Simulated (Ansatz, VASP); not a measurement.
## TaN: VASP beside Ansatz

Contents of INCAR:

```
PREC = Accurate ; ENCUT = 520
EDIFF = 1E-7 ; ISMEAR = 0
SIGMA = 0.15 ; LREAL = F
LASPH = T ; NELM = 60
ALGO = Normal ; ISIF = 2
LWAVE = F ; LCHARG = F
NBANDS = 15
```

KPOINTS

```
regular mesh
0
Gamma
  18 18 18
```

Contents of POSCAR:

```
TaN
1.0
    0.0000000000      2.1742693740      2.1742693740
    2.1742693740      0.0000000000      2.1742693740
    2.1742693740      2.1742693740      0.0000000000
Ta N
1 1
Direct
    0.4956387160      0.5043612840      0.5043612840
    0.0563407651     -0.0563407651     -0.0563407651
```

Input for Ansatz:

```yaml
crystal:
  lattice:
    - [0.0, 2.174269374, 2.174269374]
    - [2.174269374, 0.0, 2.174269374]
    - [2.174269374, 2.174269374, 0.0]
  atoms:
    - { symbol: Ta, position: [0.495638716, 0.504361284, 0.504361284] }
    - { symbol: "N", position: [0.0563407651, -0.0563407651, -0.0563407651] }
basis:
  ecutwfc: 520.0
kpoints:
  mp_grid: { grid: [18, 18, 18] }
hamiltonian:
  xc: lda
scf:
  occupations: { method: gaussian, width: 0.15 }
output:
  forces: true
  stress: true
  eigenvalues: true
```

Change from the starting cell: mode 4 frozen in at -0.245 Å, equal normal strain along x and y +0.0000.

Alike in both runs: task single point; functional LDA; k mesh 18 × 18 × 18; occupations gaussian, width 0.15 eV; no spin polarisation.

|  | VASP | Ansatz |
| --- | --- | --- |
| version | VASP 6.6.1 | Ansatz 0.2.0 |
| potentials or method | VASP PAW LDA potentials, release 64 (Ta_pv, N), cutoff 520 eV | scalar-relativistic, plane waves, PAW |
| valence electrons in the cell | 16 | 18 |

Ansatz gave:

```
gap on the k mesh at the Fermi level (eV)                     : none
pressure (GPa)                                                : 13.4
traceless stress, the component that is largest in VASP (GPa) : 25.82
rms of the force components (eV/Å)                            : 1.969
```

Question: What did VASP give for the same quantities?

Answer: gap on the k mesh at the Fermi level (eV): none; pressure (GPa): 15.7; traceless stress, the component that is largest in VASP (GPa): 26.41; rms of the force components (eV/Å): 2.020.

LDA's correlation is that of Perdew and Zunger in VASP and of Perdew and Wang (1992) in Ansatz. Atom by atom the forces differ by 0.051 eV/Å (rms over components). A gap of «none» marks a metal or a gap that the smearing closes. VASP's potentials hold 16 valence electrons a cell and Ansatz's 18, so a difference there can come from the potentials and not from the codes.

Neither program's run includes spin-orbit coupling.
